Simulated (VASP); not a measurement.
The system is NaI.

```
Na I
1.0
     0.00000    3.23640    3.23640
     3.23640    0.00000    3.23640
     3.23640    3.23640    0.00000
Na I
1 1
Direct
  0.00000 0.00000 0.00000
  0.50000 0.50000 0.50000
```

| Property | Result |
| --- | --- |
| Program | VASP 6.6.1 |
| Task | relaxation of cell and atoms |
| Functional | PBE |
| Dispersion | D3(BJ) |
| Potentials or basis | VASP PAW PBE potentials, release 64 (Na_pv, I) |
| Cutoff | 600 eV |
| k mesh | 5 × 5 × 5 |
| Occupations | gaussian, width 0.01 eV |
| Spin | no spin polarisation |

At the start: pressure -0.9 GPa; volume 33.90 Å³/atom.

Task: Where does the relaxation end?

Result: Over 5 steps the energy falls by 4.8 meV/atom and the volume is 32.23 Å³/atom (-4.9 %); space group Fm-3m (No. 225, to 0.05 Å).

Step by step:
```
step  energy change (eV)  largest force (eV/Å)  pressure (GPa)  volume (Å³)
   1              0.0000                0.0000           -0.85        67.80
   2             -0.0073                0.0000           -0.39        66.04
   3             -0.0090                0.0000           -0.25        65.26
   4             -0.0093                0.0000            0.24        63.70
   5             -0.0097                0.0000           -0.02        64.46
```

Final structure:
```
Na I
1.0
     0.00000    3.18237    3.18237
     3.18237    0.00000    3.18237
     3.18237    3.18237    0.00000
Na I
1 1
Direct
  0.00000 0.00000 0.00000
  0.50000 0.50000 0.50000
```
